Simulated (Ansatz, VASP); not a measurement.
# Two plane-wave programs on GaP

INCAR

```
SYSTEM = GaP
PREC     = Accurate       ! precision mode
ENCUT    = 500            ! plane-wave cutoff, eV
EDIFF    = 1E-6           ! SCF threshold, eV
ISMEAR   = 0              ! smearing method
SIGMA    = 0.01           ! smearing width, eV
LREAL    = .FALSE.        ! projectors in reciprocal space
LASPH    = .TRUE.         ! aspherical terms in the spheres
NELM     = 120            ! most SCF steps
ALGO     = Normal         ! electronic algorithm
ISIF     = 2              ! what is computed and relaxed
LWAVE    = .FALSE.        ! write WAVECAR
LCHARG   = .TRUE.         ! write CHGCAR
GGA      = PS             ! functional
LELF     = .TRUE.         ! ELF
LVHAR    = .TRUE.       
NBANDS   = 16             ! bands
GGA_COMPAT= .FALSE.
```

File KPOINTS:

```
Automatic mesh
0
G
  8 8 8
  0 0 0
```

POSCAR

```
GaP
1.0
    0.0000000000      2.7194540464      2.7194540464
    2.7194540464      0.0000000000      2.7194540464
    2.7194540464      2.7194540464      0.0000000000
Ga P
1 1
Direct
    0.0000000000      0.0000000000      0.0000000000
    0.2500000000      0.2500000000      0.2500000000
```

Input for Ansatz:

```yaml
crystal:
  lattice:
    - [0.0, 2.7194540464, 2.7194540464]
    - [2.7194540464, 0.0, 2.7194540464]
    - [2.7194540464, 2.7194540464, 0.0]
  atoms:
    - { symbol: Ga, position: [0.0, 0.0, 0.0] }
    - { symbol: P, position: [0.25, 0.25, 0.25] }
basis:
  ecutwfc: 600.0
kpoints:
  mp_grid: { grid: [8, 8, 8] }
  band_path:
    path:
      - [0.0, 0.0, 0.0]
      - [0.0, 0.0, 0.0]
      - [0.4298120632, 0.4298120632, 0.0]
      - [0.5, 0.5, 0.5]
      - [0.0051937746, 0.0051937746, 0.0]
      - [-0.0051937746, -0.0051937746, 0.0]
      - [0.0059972544, 0.0059972544, 0.0059972544]
      - [-0.0059972544, -0.0059972544, -0.0059972544]
      - [0.0051937746, 0.0051937746, 0.0]
      - [-0.0051937746, -0.0051937746, 0.0]
      - [0.4350058379, 0.4350058379, 0.0]
      - [0.4246182886, 0.4246182886, 0.0]
      - [0.4298120632, 0.4350058379, 0.0051937746]
      - [0.4298120632, 0.4246182886, -0.0051937746]
      - [0.5059972544, 0.5059972544, 0.5059972544]
      - [0.4940027456, 0.4940027456, 0.4940027456]
      - [0.4963274467, 0.5036725533, 0.5]
      - [0.5036725533, 0.4963274467, 0.5]
    npoints: 1
hamiltonian:
  xc: pbesol
  pseudopotentials: { kind: paw, azcp: { folder: soft_1 } }
scf:
  occupations: { method: fixed }
  n_extra_bands: 5
output:
  forces: true
  stress: true
  eigenvalues: true
```

Alike in both runs: task single point; functional PBEsol; k mesh 8 × 8 × 8; no spin polarisation.

```csv
,VASP,Ansatz
version,VASP 6.6.1,Ansatz 0.2.0
potentials or method,"VASP PAW PBE potentials, release 64 (Ga_d, P), cutoff 500 eV","scalar-relativistic, plane waves, PAW"
occupations,"gaussian, width 0.01 eV",fixed
valence electrons in the cell,18,18
```

Ansatz gave:

* gap on the k mesh at the Fermi level (eV): 1.50
* least direct gap on the mesh (eV): 1.80
* pressure (GPa): 0.0

**Question.** What did VASP give for the same quantities?

**Answer.** gap on the k mesh at the Fermi level (eV): 1.50; least direct gap on the mesh (eV): 1.80; pressure (GPa): -0.1.

VASP's potentials were made for PBE, not for PBEsol, and Ansatz warns of the same on its side.
